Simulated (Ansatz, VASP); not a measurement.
## One calculation of TiO2, two programs

```
CELL_PARAMETERS angstrom
3.39215 0.00000 0.00000
0.00000 3.39215 0.00000
0.00000 0.00000 5.31095
ATOMIC_POSITIONS crystal
Ti 0.50000 0.50000 0.50000
Ti 0.00000 0.00000 0.00000
O 0.00000 0.50000 0.65798
O 0.50000 0.00000 0.84202
O 0.50000 0.00000 0.34202
O 0.00000 0.50000 0.15798
```

Alike in both runs: functional PBE; k mesh 6 × 6 × 4; occupations gaussian, width 0.1 eV; no spin polarisation.

Ansatz relaxed the structure, and its values are those at the end. VASP's run is a single point on that final structure, the one shown.

```csv
,VASP,Ansatz
version,VASP 6.6.1,Ansatz 0.2.0
potentials or method,"VASP PAW PBE potentials, release 64 (Ti_sv, O), cutoff 520 eV","scalar-relativistic, plane waves, PAW"
valence electrons in the cell,48,48
```

Ansatz gave:

```
gap on the k mesh at the Fermi level (eV) : 2.54
least direct gap on the mesh (eV)         : 2.56
pressure (GPa)                            : -0.1
rms of the force components (eV/Å)        : 0.003
```

**Question.** Which values does VASP return?

**Answer.** gap on the k mesh at the Fermi level (eV): 2.52; least direct gap on the mesh (eV): 2.54; pressure (GPa): 0.7; rms of the force components (eV/Å): 0.027.
